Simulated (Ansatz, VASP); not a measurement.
## CdTe: VASP beside Ansatz

```
Cd Te
1.0
     0.00000    3.33100    3.33100
     3.33100    0.00000    3.33100
     3.33100    3.33100    0.00000
Cd Te
1 1
Direct
  0.00000 0.00000 0.00000
  0.25000 0.25000 0.25000
```

Alike in both runs: task single point; functional PBE; k mesh 10 × 10 × 10; occupations gaussian, width 0.05 eV; no spin polarisation.

```csv
,VASP,Ansatz
version,VASP 6.6.1,Ansatz 0.2.0
potentials or method,"VASP PAW PBE potentials, release 64 (Cd, Te), cutoff 520 eV","scalar-relativistic, plane waves, PAW"
valence electrons in the cell,18,36
```

Ansatz gave:

- gap on the k mesh at the Fermi level (eV): 0.53
- least direct gap on the mesh (eV): 0.53
- pressure (GPa): -0.7

Task: Which values does VASP return?

Result: gap on the k mesh at the Fermi level (eV): 0.53; least direct gap on the mesh (eV): 0.53; pressure (GPa): -0.6.

VASP's potentials hold 18 valence electrons a cell and Ansatz's 36, so a difference there can come from the potentials and not from the codes.

Neither program's run includes spin-orbit coupling.
